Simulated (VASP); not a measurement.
# Rb (P6_3/mmc) in VASP: a series of runs

Runs on Rb. Level: PBE. Tasks: single point.

Program: VASP 6.6.1. These are calculated values, not measurements. Logs are shortened: lines on timing, memory, paths and dates and some standing lists are left out, and cuts for length are marked.

## Step 1: The cell of the first run

It takes space group P6_3/mmc (No. 194, hexagonal). The conventional cell has a = 4.687 Å, b = 4.687 Å, c = 15.232 Å, α = 90.00°, β = 90.00°, γ = 120.00°.

This isn't the form of Rb at room conditions, which is bcc.

## Step 2: Single point, PBE

INCAR

```
ALGO = Normal
EDIFF = 1E-6
ENCUT = 520
GGA = PE
ISIF = 2
ISMEAR = -1
LASPH = T
LCHARG = F
LREAL = F
LWAVE = F
NBANDS = 26
NELM = 60
PREC = Accurate
SIGMA = 0.08
```

KPOINTS

```
k-points
0
Gamma
  8 8 2
```

POSCAR

```
Rb
1.0
    4.6866926295      0.0000000000      0.0000000000
   -2.3433463148      4.0587948769      0.0000000000
    0.0000000000      0.0000000000     15.2317510459
Rb
4
Direct
    0.0000000000      0.0000000000      0.0000000000
    0.0000000000      0.0000000000      0.5000000000
    0.3333333333      0.6666666667      0.2500000000
    0.6666666667      0.3333333333      0.7500000000
```

Potentials or basis: VASP PAW PBE potentials, release 64 (Rb_sv).

Started as:

```sh
$ cat potpaw_PBE.64/Rb_sv/POTCAR > POTCAR
$ mpirun -np 1 vasp_std > vasp.out
```

OUTCAR:

```text
EDIFF = 1E-6
   ENCUT = 520
   GGA = PE
   ISIF = 2
   ISMEAR = -1
   LASPH = T
   LREAL = F
   NELM = 60
   PREC = Accurate

 ion  position               nearest neighbor table
   1  0.000  0.000  0.000-   3 4.67   4 4.67   4 4.67   3 4.67   4 4.67   3 4.67
   2  0.000  0.000  0.500-   3 4.67   4 4.67   4 4.67   3 4.67   4 4.67   3 4.67
   3  0.333  0.667  0.250-   1 4.67   2 4.67   1 4.67   2 4.67   1 4.67   2 4.67
   4  0.667  0.333  0.750-   1 4.67   2 4.67   1 4.67   2 4.67   1 4.67   2 4.67

  LATTYP: Found a hexagonal cell.
 ALAT       =     4.6866926295
 C/A-ratio  =     3.2500000000

  Lattice vectors:

 A1 = (   4.6866926295,   0.0000000000,   0.0000000000)
 A2 = (  -2.3433463148,   4.0587948769,   0.0000000000)
 A3 = (   0.0000000000,   0.0000000000,  15.2317510459)

Analysis of symmetry for initial positions (statically):
=====================================================================
 Subroutine PRICEL returns:
 Original cell was already a primitive cell.

 Routine SETGRP: Setting up the symmetry group for a
 hexagonal supercell.

 Subroutine GETGRP returns: Found 24 space group operations
 (whereof 12 operations were pure point group operations)
 out of a pool of 24 trial point group operations.

The static configuration has the point symmetry D_3d.
 The point group associated with its full space group is D_6h.

Analysis of symmetry for dynamics (positions and initial velocities):
=====================================================================
 Subroutine PRICEL returns:
 Original cell was already a primitive cell.

 Routine SETGRP: Setting up the symmetry group for a
 hexagonal supercell.

 Subroutine GETGRP returns: Found 24 space group operations
 (whereof 12 operations were pure point group operations)
 out of a pool of 24 trial point group operations.

The dynamic configuration has the point symmetry D_3d.
 The point group associated with its full space group is D_6h.

 Subroutine INISYM returns: Found 24 space group operations
 (whereof 12 operations are pure point group operations),
 and found     1 'primitive' translations

----------------------------------------------------------------------------------------

                                     Primitive cell

  volume of cell :     289.7433

  direct lattice vectors                    reciprocal lattice vectors
     4.686692630  0.000000000  0.000000000     0.213370084  0.123189275  0.000000000
    -2.343346315  4.058794877  0.000000000     0.000000000  0.246378551  0.000000000
     0.000000000  0.000000000 15.231751046     0.000000000  0.000000000  0.065652334

  length of vectors
     4.686692630  4.686692630 15.231751046     0.246378551  0.246378551  0.065652334

  position of ions in fractional coordinates (direct lattice)
     0.000000000  0.000000000  0.000000000
     0.000000000  0.000000000  0.500000000
     0.333333333  0.666666667  0.250000000
     0.666666667  0.333333333  0.750000000

  ion indices of the primitive-cell ions
   primitive index   ion index
                 1           1
                 2           2
                 3           3
                 4           4

----------------------------------------------------------------------------------------

 KPOINTS: k-points

Automatic generation of k-mesh.
 Grid dimensions read from file:
 generate k-points for:    8    8    2

 Generating k-lattice:

  Cartesian coordinates                     Fractional coordinates (reciprocal lattice)
     0.026671260  0.015398659  0.000000000     0.125000000  0.000000000  0.000000000
     0.000000000  0.030797319  0.000000000     0.000000000  0.125000000  0.000000000
     0.000000000  0.000000000  0.032826167     0.000000000  0.000000000  0.500000000

  Length of vectors
     0.030797319  0.030797319  0.032826167

  Shift w.r.t. Gamma in fractional coordinates (k-lattice)
     0.000000000  0.000000000  0.000000000

 Subroutine IBZKPT returns following result:
 ===========================================

 Found     20 irreducible k-points:

 Following reciprocal coordinates:
            Coordinates               Weight
  0.000000  0.000000  0.000000      1.000000
  0.125000  0.000000  0.000000      6.000000
  0.250000  0.000000  0.000000      6.000000
  0.375000  0.000000  0.000000      6.000000
  0.500000  0.000000  0.000000      3.000000
  0.125000  0.125000  0.000000      6.000000
[... 12 lines left out ...]
  0.250000  0.250000  0.500000      6.000000
  0.375000  0.250000  0.500000      6.000000
   k-points           NKPTS =     20   k-points in BZ     NKDIM =     20   number of bands    NBANDS=     26
   number of dos      NEDOS =    301   number of ions     NIONS =      4
   total plane-waves  NPLWV = 155520
   dimension x,y,z NGX =    36 NGY =   36 NGZ =  120
   dimension x,y,z NGXF=    72 NGYF=   72 NGZF=  240
   ions per type =               4
   NGX,Y,Z   is equivalent  to a cutoff of  12.77, 12.77, 13.10 a.u.
   NGXF,Y,Z  is equivalent  to a cutoff of  25.54, 25.54, 26.19 a.u.
 SYSTEM =  unknown system
   PREC   = accura    normal or accurate (medium, high low for compatibility)
   ISTART =      0    job   : 0-new  1-cont  2-samecut
   ICHARG =      2    charge: 1-file 2-atom 10-const
   ISPIN  =      1    spin polarized calculation?
   LNONCOLLINEAR =      F non collinear calculations
   LSORBIT =      F    spin-orbit coupling
   LASPH  =      T    aspherical Exc in radial PAW
   ENCUT  =  520.0 eV  38.22 Ry    6.18 a.u.   8.71  8.71 28.32*2*pi/ulx,y,z
   NELM   =     60;   NELMIN=  2; NELMDL= -5     # of ELM steps
   EDIFF  = 0.1E-05   stopping-criterion for ELM
   LREAL  =      F    real-space projection
   EDIFFG = 0.1E-04   stopping-criterion for IOM
   NSW    =      0    number of steps for IOM
   IBRION =     -1    ionic relax: 0-MD 1-quasi-New 2-CG
   NFREE  =      0    steps in history (QN), initial steepest desc. (CG)
   ISIF   =      2    stress and relaxation
   ISYM   =      2    0-nonsym 1-usesym 2-fastsym
   POTIM  = 0.5000    time-step for ionic-motion
   TEBEG  =    0.0;   TEEND  =   0.0 temperature during run
   PSTRESS=    0.0 pullay stress
   NELECT =      36.0000    total number of electrons
   NUPDOWN=      -1.0000    fix difference up-down
   EMIN   =  10.00;   EMAX   =-10.00  energy-range for DOS
   EFERMI =   0.00;   METHOD = LEGACY
   ISMEAR =    -1;   SIGMA  =   0.08  broadening in eV -4-tet -1-fermi 0-gaus
   EFERMI_NEDOS =   21; number of points for ismear=-14 and -15
   IALGO  =     38    algorithm
   IMIX   =      4    mixing-type and parameters
     AMIX     =   0.40;   BMIX     =  1.00
     AMIX_MAG =   1.60;   BMIX_MAG =  1.00
  volume/ion in A,a.u.               =      72.44       488.82
  Fermi-wavevector in a.u.,A,eV,Ry     =   0.816904  1.543725  9.079612  0.667333
  Thomas-Fermi vector in A             =   1.927256
   LORBIT       =      0    0 simple, 1 ext, 2 COOP (PROOUT), +10 PAW based schemes
   GGA     = PE    functional components
   LHFCALC =     F    Hartree Fock is set to
   AEXX    =    0.0000 exact exchange contribution
   IVDW    =     0    specifies the selected vdW correction
   LEPSILON=     F    determine dielectric tensor
   LRPA    =     F    only Hartree local field effects (RPA)
 non-spin polarized calculation
  energy-cutoff  :      520.00
  volume of cell :      289.74
 maximum number of plane-waves:      7824
 NGX is ok and might be reduce to    36
   NGX = 17   NGY = 17   NGZ = 57

 number of electron      36.0000000 magnetization

 Free energy of the ion-electron system (eV)
  ---------------------------------------------------
  ext. energy  EPLUGINS =         0.00000000
  ---------------------------------------------------
  free energy    TOTEN  =        -3.58848335 eV

  energy without entropy =       -3.51422108  energy(sigma->0) =       -3.55135221

 E-fermi :   0.5692     XC(G=0):  -6.0481

 val. band max:        0.5340902709   @ k =   0.3750   0.1250   0.5000
 cond. band min:       0.5838028770   @ k =   0.2500   0.0000   0.5000
 fundamental gap:      0.0497126060
 Fermi energy:         0.5691840168

 k-point     1 :       0.0000    0.0000    0.0000
  band No.  band energies     occupation
      1     -28.2204      2.00000
      2     -28.2148      2.00000
      3     -28.2145      2.00000
      4     -28.2088      2.00000
      5     -12.4347      2.00000
      6     -12.3338      2.00000
[... 18 lines left out ...]
     25       4.1404      0.00000
     26       4.2471      0.00000

 k-point     2 :       0.1250    0.0000    0.0000
  band No.  band energies     occupation
      1     -28.2190      2.00000
      2     -28.2137      2.00000
      3     -28.2134      2.00000
      4     -28.2081      2.00000
      5     -12.4244      2.00000
      6     -12.3375      2.00000
[... 18 lines left out ...]
     25       3.7899      0.00000
     26       3.8278      0.00000

 k-point     3 :       0.2500    0.0000    0.0000
  band No.  band energies     occupation
      1     -28.2153      2.00000
      2     -28.2111      2.00000
      3     -28.2108      2.00000
      4     -28.2066      2.00000
      5     -12.3981      2.00000
      6     -12.3637      2.00000
[... 18 lines left out ...]
     25       3.0658      0.00000
     26       3.1093      0.00000

 k-point     4 :       0.3750    0.0000    0.0000
  band No.  band energies     occupation
      1     -28.2112      2.00000
      2     -28.2085      2.00000
      3     -28.2082      2.00000
      4     -28.2055      2.00000
      5     -12.4093      2.00000
      6     -12.4074      2.00000
[... 18 lines left out ...]
     25       2.8186      0.00000
     26       2.8823      0.00000
[... 380 lines left out ...]
      1     -28.2086      2.00000
      2     -28.2086      2.00000
      3     -28.2059      2.00000
      4     -28.2059      2.00000
      5     -12.4082      2.00000
      6     -12.4082      2.00000
[... 18 lines left out ...]
     25       2.6297      0.00000
     26       2.6297      0.00000

 k-point    19 :       0.2500    0.2500    0.5000
  band No.  band energies     occupation
      1     -28.2086      2.00000
      2     -28.2086      2.00000
      3     -28.2059      2.00000
      4     -28.2059      2.00000
      5     -12.3887      2.00000
      6     -12.3887      2.00000
[... 18 lines left out ...]
     25       2.7538      0.00000
     26       2.7538      0.00000

 k-point    20 :       0.3750    0.2500    0.5000
  band No.  band energies     occupation
      1     -28.2071      2.00000
      2     -28.2071      2.00000
      3     -28.2059      2.00000
      4     -28.2059      2.00000
      5     -12.3940      2.00000
      6     -12.3940      2.00000
[... 18 lines left out ...]
     25       2.4079      0.00000
     26       2.4079      0.00000

------------------------ aborting loop because EDIFF is reached ----------------------------------------

  FORCE on cell =-STRESS in cart. coord.  units (eV):
  Direction    XX          YY          ZZ          XY          YZ          ZX
  --------------------------------------------------------------------------------------
  -------------------------------------------------------------------------------------
  Total        1.8114867      1.8114867      1.8033607     -0.0000000      0.0000000      0.0000000
  in kB       10.0168767     10.0168767      9.9719426     -0.0000000      0.0000000      0.0000000
  external PRESSURE =      10.0018987 kB  Pullay stress =       0.0000000 kB

 VOLUME and BASIS-vectors are now :
 -----------------------------------------------------------------------------
  energy-cutoff  :      520.00
  volume of cell :      289.74
      direct lattice vectors                 reciprocal lattice vectors
     4.686692630  0.000000000  0.000000000     0.213370084  0.123189275  0.000000000
    -2.343346315  4.058794877  0.000000000     0.000000000  0.246378551  0.000000000
     0.000000000  0.000000000 15.231751046     0.000000000  0.000000000  0.065652334

 POSITION                                       TOTAL-FORCE (eV/Angst)
 -----------------------------------------------------------------------------------
      0.00000      0.00000      0.00000        -0.000000      0.000000      0.000000
      0.00000      0.00000      7.61588        -0.000000      0.000000      0.000000
     -0.00000      2.70586      3.80794         0.000000      0.000000     -0.000000
      2.34335      1.35293     11.42381        -0.000000      0.000000      0.000000
 -----------------------------------------------------------------------------------
    total drift:                               -0.000000      0.000000      0.000000

  FREE ENERGIE OF THE ION-ELECTRON SYSTEM (eV)
  ---------------------------------------------------
  free  energy   TOTEN  =        -3.5884833466 eV

  energy  without entropy=       -3.5142210760  energy(sigma->0) =       -3.55135221
```

Run time: 72 s. Hardware: 1 thread of Intel Xeon 6975P-C (Granite Rapids), shared host; peak memory 0.44 GiB.

What came out:

| Quantity | Value |
| --- | --- |
| Free energy | -3.5885 eV |
| Pressure | 1.0 GPa |
| Band gap on the k mesh | zero (bands 18 and 19 overlap by 2.11 eV) |

## Step 3: Single point, PBE

INCAR

```
SYSTEM = Rb
PREC = Accurate
ENCUT = 520
EDIFF = 1E-7
ISMEAR = -1
SIGMA = 0.08
LREAL = .False.
LASPH = .True.
NELM = 60
ALGO = Normal
ISIF = 2
LWAVE = .False.
LCHARG = .False.
GGA = PE
NBANDS = 26
```

KPOINTS

```
regular mesh
0
Gamma
  8 8 2
  0 0 0
```

POSCAR is that of step 2.

Potentials or basis: VASP PAW PBE potentials, release 64 (Rb_sv).

Started as:

```sh
$ cat potpaw_PBE.64/Rb_sv/POTCAR > POTCAR
$ mpirun -np 1 vasp_std > vasp.out
```

OUTCAR:

```text
SYSTEM = Rb
   PREC = Accurate
   ENCUT = 520
   EDIFF = 1E-7
   ISMEAR = -1
   LREAL = .False.
   LASPH = .True.
   NELM = 60
   ISIF = 2
   GGA = PE

 ion  position               nearest neighbor table
   1  0.000  0.000  0.000-   3 4.67   4 4.67   4 4.67   3 4.67   4 4.67   3 4.67
   2  0.000  0.000  0.500-   3 4.67   4 4.67   4 4.67   3 4.67   4 4.67   3 4.67
   3  0.333  0.667  0.250-   1 4.67   2 4.67   1 4.67   2 4.67   1 4.67   2 4.67
   4  0.667  0.333  0.750-   1 4.67   2 4.67   1 4.67   2 4.67   1 4.67   2 4.67

  LATTYP: Found a hexagonal cell.
 ALAT       =     4.6866926295
 C/A-ratio  =     3.2500000000
[... 773 lines left out ...]
  --------------------------------------------------------------------------------------
  -------------------------------------------------------------------------------------
  Total        1.8118460      1.8118460      1.8037522     -0.0000000      0.0000000      0.0000000
  in kB       10.0188634     10.0188634      9.9741078     -0.0000000      0.0000000      0.0000000
  external PRESSURE =      10.0039449 kB  Pullay stress =       0.0000000 kB

 VOLUME and BASIS-vectors are now :
 -----------------------------------------------------------------------------
  energy-cutoff  :      520.00
  volume of cell :      289.74
      direct lattice vectors                 reciprocal lattice vectors
     4.686692630  0.000000000  0.000000000     0.213370084  0.123189275  0.000000000
    -2.343346315  4.058794877  0.000000000     0.000000000  0.246378551  0.000000000
     0.000000000  0.000000000 15.231751046     0.000000000  0.000000000  0.065652334

 POSITION                                       TOTAL-FORCE (eV/Angst)
 -----------------------------------------------------------------------------------
      0.00000      0.00000      0.00000         0.000000      0.000000      0.000000
      0.00000      0.00000      7.61588         0.000000      0.000000      0.000000
     -0.00000      2.70586      3.80794         0.000000     -0.000000      0.000000
      2.34335      1.35293     11.42381        -0.000000      0.000000      0.000000
 -----------------------------------------------------------------------------------
    total drift:                               -0.000000      0.000000      0.000000

  FREE ENERGIE OF THE ION-ELECTRON SYSTEM (eV)
  ---------------------------------------------------
  free  energy   TOTEN  =        -3.5884833962 eV

  energy  without entropy=       -3.5142211311  energy(sigma->0) =       -3.55135226
```

OSZICAR:

```text
N       E                     dE             d eps       ncg     rms          rms(c)
DAV:   1     0.247018504655E+03    0.24702E+03   -0.14354E+04  1040   0.111E+03
DAV:   2     0.199102285448E+02   -0.22711E+03   -0.22275E+03  1482   0.226E+02
DAV:   3    -0.281275874406E+01   -0.22723E+02   -0.22461E+02  1504   0.671E+01
DAV:   4    -0.356609656458E+01   -0.75334E+00   -0.75093E+00  1460   0.116E+01
DAV:   5    -0.358928534404E+01   -0.23189E-01   -0.23186E-01  1502   0.199E+00    0.335E+00
DAV:   6    -0.358660306903E+01    0.26823E-02   -0.13794E-02  1386   0.538E-01    0.207E+00
DAV:   7    -0.358817348315E+01   -0.15704E-02   -0.17169E-02  1206   0.599E-01    0.124E-01
DAV:   8    -0.358843459525E+01   -0.26111E-03   -0.12826E-03  1356   0.167E-01    0.408E-02
DAV:   9    -0.358847331549E+01   -0.38720E-04   -0.68044E-05  1370   0.471E-02    0.165E-02
DAV:  10    -0.358848432515E+01   -0.11010E-04   -0.19292E-05  1184   0.244E-02    0.526E-03
DAV:  11    -0.358848330200E+01    0.10231E-05   -0.15914E-06  1422   0.643E-03    0.110E-03
DAV:  12    -0.358848339625E+01   -0.94249E-07   -0.75776E-08   888   0.121E-03
   1 F= -.35884834E+01 E0= -.35513523E+01  d E =-.742623E-01
```

stdout:

```text
POSCAR found type information on POSCAR Rb
 POSCAR found :  1 types and       4 ions
 scaLAPACK will be used
 LDA part: xc-table for (Slater+PW92), standard interpolation
 POSCAR, INCAR and KPOINTS ok, starting setup
 FFT: planning ... GRIDC
 FFT: planning ... GRID_SOFT
 FFT: planning ... GRID
 WAVECAR not read
 entering main loop
```

Wall time 65 s (1 thread of Intel Xeon 6975P-C (Granite Rapids), shared host); peak memory 0.42 GiB.

Results:

```yaml
Free_energy: -3.5885 eV
Pressure: 1.0 GPa
Band_gap_on_the_k_mesh: zero (bands 18 and 19 overlap by 2.11 eV)
```

Levels at points of the mesh, in eV from the Fermi level:
| k point | band 16 | band 17 | band 18 | band 19 | band 20 | band 21 |
| --- | --- | --- | --- | --- | --- | --- |
| (0.00, 0.00, 0.00) | -12.80 | -2.26 | -1.44 | -1.44 | 0.11 | 0.88 |
| (0.50, 0.00, 0.00) | -12.82 | 0.08 | 0.28 | 0.35 | 0.45 | 0.99 |
| (0.00, 0.00, 0.50) | -12.80 | -2.05 | -2.05 | -0.58 | -0.58 | 1.55 |
| (0.50, 0.00, 0.50) | -12.83 | 0.16 | 0.16 | 0.41 | 0.41 | 1.08 |
